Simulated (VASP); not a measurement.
# Ca (Fm-3m) in VASP: a series of runs

Ca is run at these levels: PBE; tasks: single point, relaxation of cell and atoms.

Everything below comes from runs of VASP 6.6.1. Logs are shortened: lines on timing, memory, paths and dates and some standing lists are left out, and cuts for length are marked.

## 1. The cell of the first run

It takes space group Fm-3m (No. 225, cubic). The conventional cell has a = 4.423 Å, b = 4.423 Å, c = 4.423 Å, α = 90.00°, β = 90.00°, γ = 90.00°. Ca (site symmetry m-3m) has 12 Ca at 3.13 Å within 4.1 Å.

## 2. Single point, PBE

INCAR

```
  ALGO = Normal
  EDIFF = 1E-6
  ENCUT = 520
  GGA = PE
  ISIF = 2
  ISMEAR = 0
  LASPH = True
  LCHARG = False
  LREAL = False
  LWAVE = False
  NBANDS = 11
  NELM = 100
  PREC = Accurate
  SIGMA = 0.1
```

KPOINTS

```
k-points
0
Gamma
  8 8 8
```

POSCAR

```
Ca
1.0
    0.0000000000      2.2115163823      2.2115163823
    2.2115163823      0.0000000000      2.2115163823
    2.2115163823      2.2115163823      0.0000000000
Ca
1
Direct
    0.0000000000      0.0000000000      0.0000000000
```

Potentials or basis: VASP PAW PBE potentials, release 64 (Ca_sv).

The run is started by

```
$ cat potpaw_PBE.64/Ca_sv/POTCAR > POTCAR
$ mpirun -np 1 vasp_std > vasp.out
```

OUTCAR:

```text
EDIFF = 1E-6
   ENCUT = 520
   GGA = PE
   ISIF = 2
   ISMEAR = 0
   LASPH = True
   LREAL = False
   NELM = 100
   PREC = Accurate

 ion  position               nearest neighbor table
   1  0.000  0.000  0.000-

  LATTYP: Found a face centered cubic cell.
 ALAT       =     4.4230327646

  Lattice vectors:

 A1 = (   0.0000000000,   2.2115163823,   2.2115163823)
 A2 = (   2.2115163823,   0.0000000000,   2.2115163823)
 A3 = (   2.2115163823,   2.2115163823,   0.0000000000)

Analysis of symmetry for initial positions (statically):
=====================================================================
 Subroutine PRICEL returns:
 Original cell was already a primitive cell.

 Routine SETGRP: Setting up the symmetry group for a
 face centered cubic supercell.

 Subroutine GETGRP returns: Found 48 space group operations
 (whereof 48 operations were pure point group operations)
 out of a pool of 48 trial point group operations.

The static configuration has the point symmetry O_h .

Analysis of symmetry for dynamics (positions and initial velocities):
=====================================================================
 Subroutine PRICEL returns:
 Original cell was already a primitive cell.

 Routine SETGRP: Setting up the symmetry group for a
 face centered cubic supercell.

 Subroutine GETGRP returns: Found 48 space group operations
 (whereof 48 operations were pure point group operations)
 out of a pool of 48 trial point group operations.

The dynamic configuration has the point symmetry O_h .

 Subroutine INISYM returns: Found 48 space group operations
 (whereof 48 operations are pure point group operations),
 and found     1 'primitive' translations

----------------------------------------------------------------------------------------

                                     Primitive cell

  volume of cell :      21.6322

  direct lattice vectors                    reciprocal lattice vectors
     0.000000000  2.211516382  2.211516382    -0.226089214  0.226089214  0.226089214
     2.211516382  0.000000000  2.211516382     0.226089214 -0.226089214  0.226089214
     2.211516382  2.211516382  0.000000000     0.226089214  0.226089214 -0.226089214

  length of vectors
     3.127556461  3.127556461  3.127556461     0.391598005  0.391598005  0.391598005

  position of ions in fractional coordinates (direct lattice)
     0.000000000  0.000000000  0.000000000

  ion indices of the primitive-cell ions
   primitive index   ion index
                 1           1

----------------------------------------------------------------------------------------

 KPOINTS: k-points

Automatic generation of k-mesh.
 Grid dimensions read from file:
 generate k-points for:    8    8    8

 Generating k-lattice:

  Cartesian coordinates                     Fractional coordinates (reciprocal lattice)
    -0.028261152  0.028261152  0.028261152     0.125000000  0.000000000  0.000000000
     0.028261152 -0.028261152  0.028261152     0.000000000  0.125000000  0.000000000
     0.028261152  0.028261152 -0.028261152     0.000000000  0.000000000  0.125000000

  Length of vectors
     0.048949751  0.048949751  0.048949751

  Shift w.r.t. Gamma in fractional coordinates (k-lattice)
     0.000000000  0.000000000  0.000000000

 Subroutine IBZKPT returns following result:
 ===========================================

 Found     29 irreducible k-points:

 Following reciprocal coordinates:
            Coordinates               Weight
  0.000000  0.000000  0.000000      1.000000
  0.125000  0.000000  0.000000      8.000000
  0.250000  0.000000  0.000000      8.000000
  0.375000  0.000000  0.000000      8.000000
  0.500000  0.000000  0.000000      4.000000
  0.125000  0.125000  0.000000      6.000000
[... 16 lines left out ...]
  0.500000  0.250000  0.125000     48.000000
 -0.375000  0.250000  0.125000     24.000000
 [... further k-points ...]
   k-points           NKPTS =     29   k-points in BZ     NKDIM =     29   number of bands    NBANDS=     11
   number of dos      NEDOS =    301   number of ions     NIONS =      1
   total plane-waves  NPLWV =  13824
   dimension x,y,z NGX =    24 NGY =   24 NGZ =   24
   dimension x,y,z NGXF=    48 NGYF=   48 NGZF=   48
   ions per type =               1
   NGX,Y,Z   is equivalent  to a cutoff of  12.76, 12.76, 12.76 a.u.
   NGXF,Y,Z  is equivalent  to a cutoff of  25.51, 25.51, 25.51 a.u.
 SYSTEM =  unknown system
   PREC   = accura    normal or accurate (medium, high low for compatibility)
   ISTART =      0    job   : 0-new  1-cont  2-samecut
   ICHARG =      2    charge: 1-file 2-atom 10-const
   ISPIN  =      1    spin polarized calculation?
   LNONCOLLINEAR =      F non collinear calculations
   LSORBIT =      F    spin-orbit coupling
   LASPH  =      T    aspherical Exc in radial PAW
   ENCUT  =  520.0 eV  38.22 Ry    6.18 a.u.   5.82  5.82  5.82*2*pi/ulx,y,z
   NELM   =    100;   NELMIN=  2; NELMDL= -5     # of ELM steps
   EDIFF  = 0.1E-05   stopping-criterion for ELM
   LREAL  =      F    real-space projection
   EDIFFG = 0.1E-04   stopping-criterion for IOM
   NSW    =      0    number of steps for IOM
   IBRION =     -1    ionic relax: 0-MD 1-quasi-New 2-CG
   NFREE  =      0    steps in history (QN), initial steepest desc. (CG)
   ISIF   =      2    stress and relaxation
   ISYM   =      2    0-nonsym 1-usesym 2-fastsym
   POTIM  = 0.5000    time-step for ionic-motion
   TEBEG  =    0.0;   TEEND  =   0.0 temperature during run
   PSTRESS=    0.0 pullay stress
   NELECT =      10.0000    total number of electrons
   NUPDOWN=      -1.0000    fix difference up-down
   EMIN   =  10.00;   EMAX   =-10.00  energy-range for DOS
   EFERMI =   0.00;   METHOD = LEGACY
   ISMEAR =     0;   SIGMA  =   0.10  broadening in eV -4-tet -1-fermi 0-gaus
   EFERMI_NEDOS =   21; number of points for ismear=-14 and -15
   IALGO  =     38    algorithm
   IMIX   =      4    mixing-type and parameters
     AMIX     =   0.40;   BMIX     =  1.00
     AMIX_MAG =   1.60;   BMIX_MAG =  1.00
  volume/ion in A,a.u.               =      21.63       145.98
  Fermi-wavevector in a.u.,A,eV,Ry     =   1.265828  2.392068 21.800892  1.602320
  Thomas-Fermi vector in A             =   2.399061
   LORBIT       =      0    0 simple, 1 ext, 2 COOP (PROOUT), +10 PAW based schemes
   GGA     = PE    functional components
   LHFCALC =     F    Hartree Fock is set to
   AEXX    =    0.0000 exact exchange contribution
   IVDW    =     0    specifies the selected vdW correction
   LEPSILON=     F    determine dielectric tensor
   LRPA    =     F    only Hartree local field effects (RPA)
 non-spin polarized calculation
 Gauss-broadening in eV      SIGMA  =   0.10
  energy-cutoff  :      520.00
  volume of cell :       21.63
 maximum number of plane-waves:       604
   NGX = 11   NGY = 11   NGZ = 11

 number of electron      10.0000000 magnetization

 Free energy of the ion-electron system (eV)
  ---------------------------------------------------
  ext. energy  EPLUGINS =         0.00000000
  ---------------------------------------------------
  free energy    TOTEN  =        -0.62507430 eV

  energy without entropy =       -0.61804138  energy(sigma->0) =       -0.62155784

 E-fermi :   5.3790     XC(G=0): -10.1399

 val. band max:        5.3587640954   @ k =  -0.3750   0.2500   0.0000
 cond. band min:       5.3990132902   @ k =   0.5000   0.3750   0.0000
 fundamental gap:      0.0402491948
 Fermi energy:         5.3790476616

 k-point     1 :       0.0000    0.0000    0.0000
  band No.  band energies     occupation
      1     -35.4511      2.00000
      2     -15.8834      2.00000
      3     -15.8834      2.00000
      4     -15.8834      2.00000
      5       0.6283      2.00000
      6       8.4802      0.00000
      7       8.4802      0.00000
      8       8.4802      0.00000
      9      10.7090      0.00000
     10      10.7090      0.00000
     11      17.9485      0.00000

 k-point     2 :       0.1250    0.0000    0.0000
  band No.  band energies     occupation
      1     -35.4180      2.00000
      2     -16.0763      2.00000
      3     -15.9048      2.00000
      4     -15.9048      2.00000
      5       1.1262      2.00000
      6       7.9941      0.00000
      7       8.6705      0.00000
      8       8.6705      0.00000
      9      10.5287      0.00000
     10      10.5287      0.00000
     11      18.8104      0.00000

 k-point     3 :       0.2500    0.0000    0.0000
  band No.  band energies     occupation
      1     -35.3369      2.00000
      2     -16.5198      2.00000
      3     -15.9559      2.00000
      4     -15.9559      2.00000
      5       2.3730      2.00000
      6       7.1429      0.00000
      7       8.7457      0.00000
      8       8.7457      0.00000
      9      10.6936      0.00000
     10      10.6936      0.00000
     11      17.7234      0.00000

 k-point     4 :       0.3750    0.0000    0.0000
  band No.  band energies     occupation
      1     -35.2543      2.00000
      2     -16.9374      2.00000
      3     -16.0061      2.00000
      4     -16.0061      2.00000
      5       3.6153      2.00000
      6       6.7683      0.00000
      7       8.3944      0.00000
      8       8.3944      0.00000
      9      11.6246      0.00000
     10      11.6246      0.00000
     11      16.3448      0.00000

 k-point     5 :       0.5000    0.0000    0.0000
  band No.  band energies     occupation
      1     -35.2195      2.00000
      2     -17.1039      2.00000
      3     -16.0267      2.00000
      4     -16.0267      2.00000
      5       4.0320      2.00000
      6       6.8904      0.00000
      7       8.2148      0.00000
      8       8.2148      0.00000
      9      12.1828      0.00000
     10      12.1828      0.00000
     11      15.9186      0.00000

 k-point     6 :       0.1250    0.1250    0.0000
  band No.  band energies     occupation
      1     -35.4070      2.00000
      2     -16.0727      2.00000
      3     -15.9449      2.00000
      4     -15.9449      2.00000
      5       1.2868      2.00000
      6       7.7687      0.00000
      7       8.8262      0.00000
      8       8.8262      0.00000
      9       9.9202      0.00000
     10      10.9006      0.00000
     11      19.1425      0.00000

 k-point     7 :       0.2500    0.1250    0.0000
  band No.  band energies     occupation
      1     -35.3420      2.00000
      2     -16.3994      2.00000
      3     -16.0090      2.00000
      4     -15.9922      2.00000
      5       2.2809      2.00000
      6       7.0672      0.00000
      7       8.6780      0.00000
      8       9.1078      0.00000
      9       9.8902      0.00000
     10      11.1425      0.00000
     11      18.9155      0.00000

 k-point     8 :       0.3750    0.1250    0.0000
  band No.  band energies     occupation
      1     -35.2598      2.00000
      2     -16.7975      2.00000
      3     -16.0672      2.00000
      4     -16.0590      2.00000
      5       3.6058      2.00000
      6       6.5379      0.00000
      7       8.0054      0.00000
      8       8.9090      0.00000
      9      11.0867      0.00000
     10      11.8514      0.00000
     11      17.0924      0.00000
[... 141 lines left out ...]
 k-point    19 :       0.5000    0.3750    0.0000
  band No.  band energies     occupation
      1     -35.1564      2.00000
      2     -16.9293      2.00000
      3     -16.3552      2.00000
      4     -16.2546      2.00000
      5       4.1115      2.00000
      6       5.3990      0.77767
      7       8.2693      0.00000
      8      11.2743      0.00000
      9      12.4215      0.00000
     10      12.8385      0.00000
     11      15.9598      0.00000

 k-point    20 :      -0.3750    0.3750    0.0000
  band No.  band energies     occupation
      1     -35.1510      2.00000
      2     -16.8121      2.00000
      3     -16.5756      2.00000
      4     -16.2039      2.00000
      5       4.7802      2.00000
      6       5.6640      0.00006
      7       7.6256      0.00000
      8      10.5050      0.00000
      9      11.9568      0.00000
     10      14.1064      0.00000
     11      14.8705      0.00000

 k-point    21 :       0.5000    0.5000    0.0000
  band No.  band energies     occupation
      1     -35.1454      2.00000
      2     -17.0045      2.00000
      3     -16.2925      2.00000
      4     -16.2925      2.00000
      5       3.8126      2.00000
      6       5.1327      1.99951
      7       9.0170      0.00000
      8      12.1860      0.00000
      9      12.5921      0.00000
     10      12.5921      0.00000
     11      16.3759      0.00000

 k-point    22 :       0.3750    0.2500    0.1250
  band No.  band energies     occupation
      1     -35.2765      2.00000
      2     -16.6189      2.00000
      3     -16.1778      2.00000
      4     -16.0269      2.00000
      5       3.3328      2.00000
      6       6.5640      0.00000
      7       7.8538      0.00000
      8       9.7381      0.00000
      9       9.9462      0.00000
     10      11.9403      0.00000
     11      18.4814      0.00000

 k-point    23 :       0.5000    0.2500    0.1250
  band No.  band energies     occupation
      1     -35.2100      2.00000
      2     -16.8374      2.00000
      3     -16.3096      2.00000
      4     -16.0916      2.00000
      5       4.5380      2.00000
      6       6.2440      0.00000
      7       7.1927      0.00000
      8       9.3980      0.00000
      9      11.1504      0.00000
     10      12.9434      0.00000
     11      16.7215      0.00000

 k-point    24 :      -0.3750    0.2500    0.1250
  band No.  band energies     occupation
      1     -35.1821      2.00000
      2     -16.9300      2.00000
      3     -16.3513      2.00000
      4     -16.1270      2.00000
      5       5.1783      1.99548
      6       5.8049      0.00000
      7       7.3467      0.00000
      8       9.1922      0.00000
      9      11.8890      0.00000
     10      13.4040      0.00000
     11      15.3539      0.00000

 [... further k-points ...]
[... 5 lines left out ...]
  --------------------------------------------------------------------------------------
  -------------------------------------------------------------------------------------
  Total        4.2768403      4.2768403      4.2768403      0.0000000      0.0000000      0.0000000
  in kB      316.7620485    316.7620485    316.7620485      0.0000000      0.0000000      0.0000000
  external PRESSURE =     316.7620485 kB  Pullay stress =       0.0000000 kB

 VOLUME and BASIS-vectors are now :
 -----------------------------------------------------------------------------
  energy-cutoff  :      520.00
  volume of cell :       21.63
      direct lattice vectors                 reciprocal lattice vectors
     0.000000000  2.211516382  2.211516382    -0.226089214  0.226089214  0.226089214
     2.211516382  0.000000000  2.211516382     0.226089214 -0.226089214  0.226089214
     2.211516382  2.211516382  0.000000000     0.226089214  0.226089214 -0.226089214

 POSITION                                       TOTAL-FORCE (eV/Angst)
 -----------------------------------------------------------------------------------
      0.00000      0.00000      0.00000         0.000000      0.000000      0.000000
 -----------------------------------------------------------------------------------
    total drift:                               -0.000000      0.000000     -0.000000

  FREE ENERGIE OF THE ION-ELECTRON SYSTEM (eV)
  ---------------------------------------------------
  free  energy   TOTEN  =        -0.6250743047 eV

  energy  without entropy=       -0.6180413838  energy(sigma->0) =       -0.62155784
```

Run time: 4.3 s. Hardware: 1 thread of AMD EPYC 9R45 (Zen 5), shared host; peak memory 0.1 GiB.

What came out:

```yaml
Free_energy: -0.6251 eV
Pressure: 31.7 GPa
Band_gap_on_the_k_mesh: zero (band 5 reaches 5.36 eV, above the bottom of band 6 at 5.13 eV)
```

Levels at points of the mesh, in eV from the Fermi level:
```
           k point  band 3  band 4  band 5  band 6  band 7  band 8
(0.00, 0.00, 0.00)  -21.26  -21.26   -4.75    3.10    3.10    3.10
(0.50, 0.00, 0.00)  -21.41  -21.41   -1.35    1.51    2.84    2.84
(0.50, 0.50, 0.00)  -21.67  -21.67   -1.57   -0.25    3.64    6.81
```

[end of part 1 of 2]
